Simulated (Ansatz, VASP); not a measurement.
One calculation of RbVS3, two programs

```xyz
5
Lattice="4.7308 0.0000 0.0000 0.0000 4.7308 0.0000 0.0000 0.0000 4.7308" Properties=species:S:1:pos:R:3 pbc="T T T"
Rb    0.0000    0.0000    0.0000
V     2.3654    2.3654    2.3654
S     2.3654    2.3654    0.0000
S     0.0000    2.3654    2.3654
S     2.3654    0.0000    2.3654
```

Change from the starting cell: species swapped into the KVF3 type (Pm-3m, No. 221).

Alike in both runs: task single point; functional PBE; k mesh 4 × 4 × 4; occupations gaussian, width 0.1 eV; collinear spin.

```csv
,VASP,Ansatz
version,VASP 6.6.1,Ansatz 0.2.0
potentials or method,"VASP PAW PBE potentials, release 64 (Rb_sv, V_sv, S), cutoff 520 eV","scalar-relativistic, plane waves, PAW"
valence electrons in the cell,40,40
```

VASP gave:

| Item | Value |
| --- | --- |
| gap on the k mesh at the Fermi level (eV) | none |
| pressure (GPa) | -0.6 |
| net moment per atom (μB) | 0.00 |

Q: Estimate Ansatz's values.

A: gap on the k mesh at the Fermi level (eV): none; pressure (GPa): -0.7; net moment per atom (μB): 0.00.

A gap of «none» marks a metal or a gap that the smearing closes. Ansatz's warnings: filled band counts differ across k points, seeded moment not kept.
